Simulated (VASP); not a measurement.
The system is Al2InAs3.

```xyz
6
Lattice="-1.9629 1.9629 8.3281 1.9629 -1.9629 8.3281 1.9629 1.9629 -8.3281" Properties=species:S:1:pos:R:3 pbc="T T T"
Al    0.0000    0.0000   11.1041
Al    0.0000    0.0000    5.5520
In    0.0000    0.0000    0.0000
As    1.9629    0.0000    6.9401
As    1.9629    0.0000    1.3880
As    0.0000    1.9629    4.1640
```

- Program: VASP 6.6.1
- Task: relaxation of cell and atoms
- Functional: PBE
- Potentials or basis: VASP PAW PBE potentials, release 64 (Al, In_d, As)
- Cutoff: 600 eV
- k mesh: 6 × 6 × 6
- Occupations: gaussian, width 0.1 eV
- Spin: no spin polarisation

At the start: pressure 16.5 GPa; volume 21.39 Å³/atom.

Question: Where does the relaxation end?

Answer: Over 9 steps the energy falls by 227.0 meV/atom and the volume is 25.38 Å³/atom (+18.6 %); space group I-4m2 (No. 119, to 0.1 Å) before and after.

The path:
| step | energy change (eV) | largest force (eV/Å) | pressure (GPa) | volume (Å³) |
| --- | --- | --- | --- | --- |
| 1 | 0.0000 | 2.3298 | 16.47 | 128.36 |
| 2 | -0.8836 | 0.4630 | -5.79 | 173.68 |
| 3 | -1.2764 | 0.6227 | -0.56 | 154.45 |
| 4 | -1.2763 | 0.6443 | -0.36 | 153.89 |
| 5 | -1.3193 | 0.4129 | -0.08 | 152.90 |
| 6 | -1.3548 | 0.2217 | 0.62 | 150.82 |
| 7 | -1.3606 | 0.0543 | -0.34 | 153.20 |
| 8 | -1.3613 | 0.0599 | -0.11 | 152.61 |
| 9 | -1.3618 | 0.0104 | 0.03 | 152.25 |

Final structure:
```
Al In As
1.0
    -2.07703    2.07703    8.82304
     2.07703   -2.07703    8.82304
     2.07703    2.07703   -8.82304
Al In As
2 1 3
Direct
  0.67074 0.67074 0.00000
  0.32926 0.32926 0.00000
  0.00000 0.00000 0.00000
  0.40725 0.90725 0.50000
  0.09275 0.59275 0.50000
  0.75000 0.25000 0.50000
```

Caveat: the volume moved by over 15 % at a fixed basis, so the end points are rough.
